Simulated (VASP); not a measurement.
PbS (Galena), 2 atoms in the cell. Symmetry: Fm-3m, No. 225, cubic system. Conventional cell: a = 5.931 Å, b = 5.931 Å, c = 5.931 Å, α = 90.00°, β = 90.00°, γ = 90.00°. Pb (site symmetry m-3m) has 6 S at 2.97 Å within 3.9 Å. Within 3.9 Å of S (site symmetry m-3m) lie 6 Pb at 2.97 Å. 

| Property | Result |
| --- | --- |
| Program | VASP 6.6.1 |
| Task | single point |
| Functional | revPBE |
| Dispersion | D3(BJ) |
| Potentials or basis | VASP PAW PBE potentials, release 64 (Pb_d, S) |
| Cutoff | 520 eV |
| k mesh | 8 × 8 × 8 |
| Occupations | fermi-dirac, width 0.05 eV |
| Spin | no spin polarisation |
| Dipole correction | no |
| Further INCAR settings | ALGO = Normal; EDIFF = 1e-06; NBANDS = 17 |

Potentials or basis: VASP PAW PBE potentials, release 64 (Pb_d, S).

Command:

```bash
$ cat potpaw_PBE.64/Pb_d/POTCAR potpaw_PBE.64/S/POTCAR > POTCAR
$ mpirun -np 1 vasp_std > vasp.out
```

Hardware: 1 thread of Intel(R) Xeon(R) Platinum 8488C (Sapphire Rapids) (shared host).

Problem. Estimate the wall time of this run.

Solution. It took 24 s on 1 thread of Intel(R) Xeon(R) Platinum 8488C (Sapphire Rapids) (shared host), peak memory 0.19 GiB. Counts: scf iterations 13, k points 29.
